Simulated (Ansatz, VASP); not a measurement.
**Ir in VASP and in Ansatz**

```
Ir
1.0
     0.00000    1.96476    1.96476
     1.96476    0.00000    1.96476
     1.96476    1.96476    0.00000
Ir
1
Direct
  0.00000 0.00000 0.00000
```

Change from the starting cell: volume scaled by 1.06, PAW files.

Alike in both runs: task electric field gradients; functional PBE; k mesh 18 × 18 × 18; occupations fermi-dirac, width 0.03 eV; no spin polarisation.

|  | VASP | Ansatz |
| --- | --- | --- |
| version | VASP 6.6.1 | Ansatz 0.2.0 |
| potentials or method | VASP PAW PBE potentials, release 64 (Ir) | PAW with Ansatz's default frozen-core files, scalar-relativistic |
| plane-wave cutoff (eV) | 520 | 420 |
| valence electrons in the cell | 9 | 17 |

Ansatz gave:

```
pressure (GPa) : -14.1
```

Task: What did VASP give for the same quantities?

Result: Pressure (GPa): -13.7.

With one functional, cell and mesh, what is left measures potentials, basis and numerics. VASP's potentials hold 9 valence electrons a cell and Ansatz's 17, so a difference there can come from the potentials and not from the codes.

Neither program's run includes spin-orbit coupling.
